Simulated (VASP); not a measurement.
**SiC: single point with LDA**

The system is SiC.

```
Si C
1.0
    -0.03261    2.17400    2.17400
     2.14139    0.00000    2.14139
     2.17400    2.17400   -0.03261
Si C
1 1
Cartesian
  0.0000 0.0000 0.0000
  3.2121 3.2610 3.2121
```

This cell differs from its parent crystal: strain -0.0300 x Voigt [0, 0, 0, 0, 1, 0].

| Item | Value |
| --- | --- |
| Program | VASP 6.6.1 |
| Task | single point |
| Functional | LDA |
| Potentials or basis | VASP PAW LDA potentials, release 64 (Si, C) |
| Cutoff | 520 eV |
| k mesh | 12 × 12 × 12 |
| Occupations | gaussian, width 0.05 eV |
| Spin | no spin polarisation |

The pressure is -2.3 GPa, the largest force is 0.242 eV/Å and the band gap on the k mesh is 1.17 eV, indirect (least direct gap 4.23 eV).

Forces on the atoms (eV/Å):
```
Si   0.000  0.242  0.000
C    0.000 -0.242  0.000
```

Stress tensor (GPa, compression positive):
```
-2.22  0.00  8.23
 0.00 -2.42  0.00
 8.23  0.00 -2.22
```

Levels at points of the mesh, in eV from the valence-band top:
| k point | band 1 | band 2 | band 3 | band 4 | band 5 | band 6 | band 7 | band 8 | band 9 |
| --- | --- | --- | --- | --- | --- | --- | --- | --- | --- |
| (0.00, 0.00, 0.00) | -15.46 | -0.18 | -0.10 | 0.00 | 6.07 | 6.81 | 7.37 | 7.50 | 14.41 |
| (0.50, 0.00, 0.00) | -11.94 | -8.71 | -1.07 | -1.04 | 5.56 | 7.04 | 7.37 | 9.94 | 15.84 |
| (0.00, 0.50, 0.00) | -11.70 | -8.66 | -1.24 | -1.22 | 5.14 | 6.79 | 7.11 | 9.80 | 15.91 |
| (0.50, 0.50, 0.00) | -10.33 | -7.92 | -3.29 | -3.29 | 1.21 | 4.12 | 13.66 | 13.80 | 14.69 |
| (0.50, 0.00, 0.50) | -10.34 | -7.92 | -3.53 | -3.06 | 1.17 | 4.17 | 13.79 | 13.86 | 14.55 |

Wall time 76 s on 1 thread of Intel Xeon 6975P-C (shared host), peak memory 0.17 GiB.

Caveat: the cell differs from its parent crystal (strain -0.0300 x Voigt [0, 0, 0, 0, 1, 0]). A k mesh can miss the band edges.
